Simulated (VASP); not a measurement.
# Ti3AlB3 (P-6) in VASP: single point with PBE

Aim: the single point of Ti3AlB3 with PBE.

All numbers are computed with VASP 6.6.1; they aren't measurements. Logs are shortened: lines on timing, memory, paths and dates and some standing lists are left out, and cuts for length are marked.

### Step 1. The cell of the first run

Symmetry: P-6, No. 174, hexagonal system. Conventional cell: a = 4.701 Å, b = 4.701 Å, c = 5.543 Å, α = 90.00°, β = 90.00°, γ = 120.00°. Ti (site symmetry 3) has 3 B at 2.32 Å and 5 Ti at 2.75 to 3.05 Å and 3 Al at 3.04 Å within 3.1 Å. Within 3.7 Å of Ti (site symmetry -6) lie 2 Al at 2.77 Å and 6 Ti at 3.05 Å and 6 B at 3.44 Å. Within 2.8 Å of Al (site symmetry -6) lie 6 B at 2.03 to 2.77 Å and 2 Ti at 2.77 Å. B (site symmetry m) has 2 B at 1.66 Å and 1 Al at 2.03 Å within 2.2 Å.

The cell was generated, and may not be a known phase.

### Step 2. Single point, PBE

Input file INCAR:

```
SYSTEM = Ti3AlB3
ALGO     = Normal         ! electronic algorithm
EDIFF    = 1E-6           ! SCF threshold, eV
ENCUT    = 500            ! plane-wave cutoff, eV
GGA      = PE             ! functional
GGA_COMPAT= .FALSE.      
ISIF     = 2              ! what is computed and relaxed
ISMEAR   = 0              ! smearing method
LASPH    = .TRUE.         ! aspherical terms in the spheres
LCHARG   = .FALSE.        ! write CHGCAR
LREAL    = .FALSE.        ! projectors in reciprocal space
LWAVE    = .FALSE.        ! write WAVECAR
NBANDS   = 33             ! bands
NELM     = 120            ! most SCF steps
PREC     = Accurate       ! precision mode
SIGMA    = 0.2            ! smearing width, eV
```

Input file KPOINTS:

```
k-points
0
G
  5 5 3
  0 0 0
```

Input file POSCAR:

```
Ti3AlB3
1.0
    4.7009370756     -0.0000000035      0.0000000000
   -2.3504685348      4.0711309308      0.0000000000
    0.0000000000      0.0000000000      5.5433621730
Ti Al B
3 1 3
Direct
    0.0000000000      0.0000000000      0.7519950121
    0.0000000000      0.0000000000      0.2480049879
    0.3333333333      0.6666666667      0.5000000000
    0.3333333333      0.6666666667      0.0000000000
    0.8542648757      0.5496301282      0.0000000000
    0.4503698718      0.3046347476      0.0000000000
    0.6953652524      0.1457351243      0.0000000000
```

Potentials or basis: VASP PAW PBE potentials, release 64 (Ti_sv, Al, B).

Command:

```console
$ cat potpaw_PBE.64/Ti_sv/POTCAR potpaw_PBE.64/Al/POTCAR potpaw_PBE.64/B/POTCAR > POTCAR
$ mpirun -np 1 vasp_std > vasp.out
```

OUTCAR:

```text
SYSTEM = Ti3AlB3
   EDIFF = 1E-6
   ENCUT = 500
   GGA = PE
   ISIF = 2
   ISMEAR = 0
   LASPH = .TRUE.
   LREAL = .FALSE.
   NELM = 120
   PREC = Accurate

 ion  position               nearest neighbor table
   1  0.000  0.000  0.752-   5 2.32   6 2.32   7 2.32   2 2.75   2 2.79   4 3.04   4 3.04   4 3.04

   2  0.000  0.000  0.248-   5 2.32   6 2.32   7 2.32   1 2.75   1 2.79   4 3.04   4 3.04   4 3.04

   3  0.333  0.667  0.500-   4 2.77   4 2.77
   4  0.333  0.667  0.000-   7 2.03   5 2.03   6 2.03   7 2.77   6 2.77   5 2.77   3 2.77   3 2.77
                             1 3.04   2 3.04   1 3.04   2 3.04   2 3.04   1 3.04
   5  0.854  0.550  0.000-   6 1.66   7 1.66   4 2.03   2 2.32   1 2.32   4 2.77
   6  0.450  0.305  0.000-   5 1.66   7 1.66   4 2.03   2 2.32   1 2.32   4 2.77
   7  0.695  0.146  0.000-   5 1.66   6 1.66   4 2.03   2 2.32   1 2.32   4 2.77

  LATTYP: Found a hexagonal cell.
 ALAT       =     4.7009370756
 C/A-ratio  =     1.1792036532

  Lattice vectors:

 A1 = (   4.7009370756,  -0.0000000035,   0.0000000000)
 A2 = (  -2.3504685348,   4.0711309308,   0.0000000000)
 A3 = (   0.0000000000,   0.0000000000,   5.5433621730)

Analysis of symmetry for initial positions (statically):
=====================================================================
 Subroutine PRICEL returns:
 Original cell was already a primitive cell.

 Routine SETGRP: Setting up the symmetry group for a
 hexagonal supercell.

 Subroutine GETGRP returns: Found  6 space group operations
 (whereof  6 operations were pure point group operations)
 out of a pool of 24 trial point group operations.

The static configuration has the point symmetry C_3h.

Analysis of symmetry for dynamics (positions and initial velocities):
=====================================================================
 Subroutine PRICEL returns:
 Original cell was already a primitive cell.

 Routine SETGRP: Setting up the symmetry group for a
 hexagonal supercell.

 Subroutine GETGRP returns: Found  6 space group operations
 (whereof  6 operations were pure point group operations)
 out of a pool of 24 trial point group operations.

The dynamic configuration has the point symmetry C_3h.

 Subroutine INISYM returns: Found  6 space group operations
 (whereof  6 operations are pure point group operations),
 and found     1 'primitive' translations

----------------------------------------------------------------------------------------

                                     Primitive cell

  volume of cell :     106.0896

  direct lattice vectors                    reciprocal lattice vectors
     4.700937076 -0.000000003  0.000000000     0.212723545  0.122815996  0.000000000
    -2.350468535  4.071130931  0.000000000     0.000000000  0.245631992  0.000000000
     0.000000000  0.000000000  5.543362173     0.000000000  0.000000000  0.180395935

  length of vectors
     4.700937076  4.700937076  5.543362173     0.245631992  0.245631992  0.180395935

  position of ions in fractional coordinates (direct lattice)
     0.000000000  0.000000000  0.751995012
     0.000000000  0.000000000  0.248004988
     0.333333333  0.666666667  0.500000000
     0.333333333  0.666666667  0.000000000
     0.854264876  0.549630128  0.000000000
     0.450369872  0.304634748  0.000000000
     0.695365252  0.145735124  0.000000000

  ion indices of the primitive-cell ions
   primitive index   ion index
                 1           1
                 2           2
                 3           3
                 4           4
                 5           5
                 6           6
                 7           7

----------------------------------------------------------------------------------------

 KPOINTS: k-points

Automatic generation of k-mesh.
 Grid dimensions read from file:
 generate k-points for:    5    5    3

 Generating k-lattice:

  Cartesian coordinates                     Fractional coordinates (reciprocal lattice)
     0.042544709  0.024563199  0.000000000     0.200000000  0.000000000  0.000000000
     0.000000000  0.049126398  0.000000000     0.000000000  0.200000000  0.000000000
     0.000000000  0.000000000  0.060131978     0.000000000  0.000000000  0.333333333

  Length of vectors
     0.049126398  0.049126398  0.060131978

  Shift w.r.t. Gamma in fractional coordinates (k-lattice)
     0.000000000  0.000000000  0.000000000

 Subroutine IBZKPT returns following result:
 ===========================================

 Found     10 irreducible k-points:

 Following reciprocal coordinates:
            Coordinates               Weight
  0.000000  0.000000  0.000000      1.000000
  0.200000 -0.000000  0.000000      6.000000
  0.400000 -0.000000  0.000000      6.000000
  0.200000  0.200000  0.000000      6.000000
  0.400000  0.200000  0.000000      6.000000
  0.000000  0.000000  0.333333      2.000000
  0.200000 -0.000000  0.333333     12.000000
  0.400000 -0.000000  0.333333     12.000000
  0.200000  0.200000  0.333333     12.000000
  0.400000  0.200000  0.333333     12.000000
   k-points           NKPTS =     10   k-points in BZ     NKDIM =     10   number of bands    NBANDS=     33
   number of dos      NEDOS =    301   number of ions     NIONS =      7
   total plane-waves  NPLWV =  51840
   dimension x,y,z NGX =    36 NGY =   36 NGZ =   40
   dimension x,y,z NGXF=    72 NGYF=   72 NGZF=   80
   ions per type =               3   1   3
   NGX,Y,Z   is equivalent  to a cutoff of  12.73, 12.73, 12.00 a.u.
   NGXF,Y,Z  is equivalent  to a cutoff of  25.46, 25.46, 23.99 a.u.
 SYSTEM =  Ti3AlB3
   PREC   = accura    normal or accurate (medium, high low for compatibility)
   ISTART =      0    job   : 0-new  1-cont  2-samecut
   ICHARG =      2    charge: 1-file 2-atom 10-const
   ISPIN  =      1    spin polarized calculation?
   LNONCOLLINEAR =      F non collinear calculations
   LSORBIT =      F    spin-orbit coupling
   LASPH  =      T    aspherical Exc in radial PAW
   ENCUT  =  500.0 eV  36.75 Ry    6.06 a.u.   8.57  8.57 10.11*2*pi/ulx,y,z
   NELM   =    120;   NELMIN=  2; NELMDL= -5     # of ELM steps
   EDIFF  = 0.1E-05   stopping-criterion for ELM
   LREAL  =      F    real-space projection
   EDIFFG = 0.1E-04   stopping-criterion for IOM
   NSW    =      0    number of steps for IOM
   IBRION =     -1    ionic relax: 0-MD 1-quasi-New 2-CG
   NFREE  =      0    steps in history (QN), initial steepest desc. (CG)
   ISIF   =      2    stress and relaxation
   ISYM   =      2    0-nonsym 1-usesym 2-fastsym
   POTIM  = 0.5000    time-step for ionic-motion
   TEBEG  =    0.0;   TEEND  =   0.0 temperature during run
   PSTRESS=    0.0 pullay stress
   NELECT =      48.0000    total number of electrons
   NUPDOWN=      -1.0000    fix difference up-down
   EMIN   =  10.00;   EMAX   =-10.00  energy-range for DOS
   EFERMI =   0.00;   METHOD = LEGACY
   ISMEAR =     0;   SIGMA  =   0.20  broadening in eV -4-tet -1-fermi 0-gaus
   EFERMI_NEDOS =   21; number of points for ismear=-14 and -15
   IALGO  =     38    algorithm
   IMIX   =      4    mixing-type and parameters
     AMIX     =   0.40;   BMIX     =  1.00
     AMIX_MAG =   1.60;   BMIX_MAG =  1.00
  volume/ion in A,a.u.               =      15.16       102.28
  Fermi-wavevector in a.u.,A,eV,Ry     =   1.256795  2.374998 21.490848  1.579533
  Thomas-Fermi vector in A             =   2.390485
   LORBIT       =      0    0 simple, 1 ext, 2 COOP (PROOUT), +10 PAW based schemes
   GGA     = PE    functional components
   LHFCALC =     F    Hartree Fock is set to
   AEXX    =    0.0000 exact exchange contribution
   IVDW    =     0    specifies the selected vdW correction
   LEPSILON=     F    determine dielectric tensor
   LRPA    =     F    only Hartree local field effects (RPA)
 non-spin polarized calculation
 Gauss-broadening in eV      SIGMA  =   0.20
  energy-cutoff  :      500.00
  volume of cell :      106.09
 maximum number of plane-waves:      2732
 NGX is ok and might be reduce to    36
   NGX = 17   NGY = 17   NGZ = 21

 number of electron      48.0000003 magnetization

 Free energy of the ion-electron system (eV)
  ---------------------------------------------------
  ext. energy  EPLUGINS =         0.00000000
  ---------------------------------------------------
  free energy    TOTEN  =       -43.95802835 eV

  energy without entropy =      -43.75181588  energy(sigma->0) =      -43.85492211

 E-fermi :   5.9248     XC(G=0): -10.4058

 val. band max:        5.8978774366   @ k =   0.4000  -0.0000   0.3333
 cond. band min:       5.9417734735   @ k =   0.2000   0.2000   0.0000
 fundamental gap:      0.0438960369
 Fermi energy:         5.9247783233

 k-point     1 :       0.0000    0.0000    0.0000
  band No.  band energies     occupation
      1     -51.1767      2.00000
      2     -50.9162      2.00000
      3     -50.8483      2.00000
      4     -27.5543      2.00000
      5     -27.3887      2.00000
      6     -27.3887      2.00000
[... 25 lines left out ...]
     32       8.1811      0.00000
     33       8.5332      0.00000

 k-point     2 :       0.2000   -0.0000    0.0000
  band No.  band energies     occupation
      1     -51.1761      2.00000
      2     -50.9169      2.00000
      3     -50.8483      2.00000
      4     -27.5581      2.00000
      5     -27.3997      2.00000
      6     -27.3933      2.00000
[... 25 lines left out ...]
     32       8.1252      0.00000
     33       8.3647      0.00000
[... 250 lines left out ...]
     32       7.8983      0.00000
     33       8.2236      0.00000

 k-point    10 :       0.4000    0.2000    0.3333
  band No.  band energies     occupation
      1     -51.1746      2.00000
      2     -50.9012      2.00000
      3     -50.8654      2.00000
      4     -27.5676      2.00000
      5     -27.4008      2.00000
      6     -27.3781      2.00000
[... 25 lines left out ...]
     32       7.7834      0.00000
     33       8.0917      0.00000

------------------------ aborting loop because EDIFF is reached ----------------------------------------

  FORCE on cell =-STRESS in cart. coord.  units (eV):
  Direction    XX          YY          ZZ          XY          YZ          ZX
  --------------------------------------------------------------------------------------
  -------------------------------------------------------------------------------------
  Total       -0.4484911     -0.4484911     -0.5337561      0.0000005      0.0000000      0.0000000
  in kB       -6.7731648     -6.7731648     -8.0608463      0.0000072      0.0000000      0.0000000
  external PRESSURE =      -7.2023920 kB  Pullay stress =       0.0000000 kB

 VOLUME and BASIS-vectors are now :
 -----------------------------------------------------------------------------
  energy-cutoff  :      500.00
  volume of cell :      106.09
      direct lattice vectors                 reciprocal lattice vectors
     4.700937076 -0.000000003  0.000000000     0.212723545  0.122815996  0.000000000
    -2.350468535  4.071130931  0.000000000     0.000000000  0.245631992  0.000000000
     0.000000000  0.000000000  5.543362173     0.000000000  0.000000000  0.180395935

 POSITION                                       TOTAL-FORCE (eV/Angst)
 -----------------------------------------------------------------------------------
      0.00000      0.00000      4.16858         0.000000     -0.000000     -0.010609
      0.00000      0.00000      1.37478         0.000000     -0.000000      0.010609
      0.00000      2.71409      2.77168         0.000000     -0.000000     -0.000000
      0.00000      2.71409      0.00000         0.000000     -0.000000     -0.000000
      2.72396      2.23762      0.00000         0.044696     -0.034239      0.000000
      1.40113      1.24021      0.00000         0.007304      0.055827      0.000000
      2.92632      0.59331      0.00000        -0.051999     -0.021588     -0.000000
 -----------------------------------------------------------------------------------
    total drift:                               -0.000001     -0.000002      0.000000

  FREE ENERGIE OF THE ION-ELECTRON SYSTEM (eV)
  ---------------------------------------------------
  free  energy   TOTEN  =       -43.9580283533 eV

  energy  without entropy=      -43.7518158765  energy(sigma->0) =      -43.85492211
```

Wall time 40 s (1 thread of Intel Xeon Platinum 8375C at 2.90GHz (Ice Lake), shared host); peak memory 0.22 GiB.

Results:

| Quantity | Value |
| --- | --- |
| Free energy | -43.9580 eV |
| Pressure | -0.7 GPa |
| Largest force | 0.056 eV/Å |
| Band gap on the k mesh | zero (bands 24 and 25 overlap by 0.34 eV) |

Forces in eV/Å, atoms in the order of the input:
```
Ti   0.000  0.000 -0.011
Ti   0.000  0.000  0.011
Ti   0.000  0.000  0.000
Al   0.000  0.000  0.000
B    0.045 -0.034  0.000
B    0.007  0.056  0.000
B   -0.052 -0.022  0.000
```

Caveat: the k points lie up to 0.38 Å⁻¹ apart.

The gap in the log of VASP goes by the Fermi energy; the results here count the filled bands.